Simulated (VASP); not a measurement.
Wanted: the native input for a VASP 6.6.1 run.

- Task: single point
- Functional: PBE
- Potentials or basis: VASP PAW PBE potentials, release 64 (Au, C)
- Cutoff: 520 eV
- k mesh: 9 × 9 × 1
- Occupations: gaussian, width 0.1 eV
- Spin: no spin polarisation
- Dipole correction: yes
- Further INCAR settings: ALGO = Normal; EDIFF = 1e-06; NBANDS = 26

The structure of Au3C lies in POSCAR:

```
Au3C
1.0
    2.9402049748      0.0000000000      0.0000000000
   -1.4701024874      2.5462922005      0.0000000000
    0.0000000000      0.0000000000     21.8974947720
Au C
3 1
Direct
    0.6666666667      0.3333333333      0.1826692981
    0.3333333333      0.6666666667      0.2945190844
    0.0000000000      0.0000000000      0.4063247812
    0.1111111111     -0.1111111111      0.5510901999
```

One way to write it, as run:

INCAR

```
  PREC = Accurate
  ENCUT = 520
  EDIFF = 1E-6
  ISMEAR = 0
  SIGMA = 0.1
  LREAL = False
  LASPH = True
  NELM = 60
  ALGO = Normal
  ISIF = 2
  LWAVE = False
  LCHARG = False
  LDIPOL = True
  IDIPOL = 3
  DIPOL = 0.5 0.5 0.359
  GGA = PE
  NBANDS = 26
```

KPOINTS

```
regular mesh
0
Gamma
  9 9 1
```

Potentials or basis: VASP PAW PBE potentials, release 64 (Au, C).

The run is started by

```bash
$ cat potpaw_PBE.64/Au/POTCAR potpaw_PBE.64/C/POTCAR > POTCAR
$ mpirun -np 1 vasp_std > vasp.out
```

Results of the run:

- Largest force: 0.650 eV/Å

Run time: 97 s on 1 thread of Intel(R) Xeon(R) 6975P-C (Granite Rapids), on a shared host, peak memory 0.34 GiB.
